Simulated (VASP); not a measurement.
Write the native input for VASP 6.6.1 that does the following.

| Item | Value |
| --- | --- |
| Task | single point |
| Functional | PBE |
| Potentials or basis | VASP PAW PBE potentials, release 64 (Al) |
| Cutoff | 520 eV |
| k mesh | 8 × 8 × 8 |
| Occupations | gaussian, width 0.1 eV |
| Spin | no spin polarisation |
| Dipole correction | no |
| Further INCAR settings | ALGO = Fast; EDIFF = 1e-06; NBANDS = 8 |

The structure of Al lies in POSCAR:

```
Al
1.0
   -1.4021525282      1.4540541941      2.0257244596
    1.4021525282     -1.4540541941      2.0257244596
    1.4021525282      1.4540541941     -2.0257244596
Al
1
Direct
    0.0000000000      0.0000000000      0.0000000000
```

These files were run (other wordings do the same):

INCAR

```
SYSTEM = Al
PREC = Accurate
ENCUT = 520
EDIFF = 1E-6
ISMEAR = 0
SIGMA = 0.1
LREAL = .False.
LASPH = .True.
NELM = 80
ALGO = Fast
ISIF = 2
LWAVE = .False.
LCHARG = .False.
GGA = PE
NBANDS = 8
```

KPOINTS

```
regular mesh
0
Gamma
  8 8 8
  0 0 0
```

Potentials or basis: VASP PAW PBE potentials, release 64 (Al).

Command:

```sh
$ cat potpaw_PBE.64/Al/POTCAR > POTCAR
$ mpirun -np 1 vasp_std > vasp.out
```

It gave:

```
Pressure : 0.1 GPa
```

Caveat: the k points lie up to 0.39 Å⁻¹ apart.

Wall time 9.1 s on 1 thread of Intel(R) Xeon(R) Platinum 8259CL CPU @ 2.50GHz (Skylake/Cascade Lake) (shared host), peak memory 0.13 GiB.
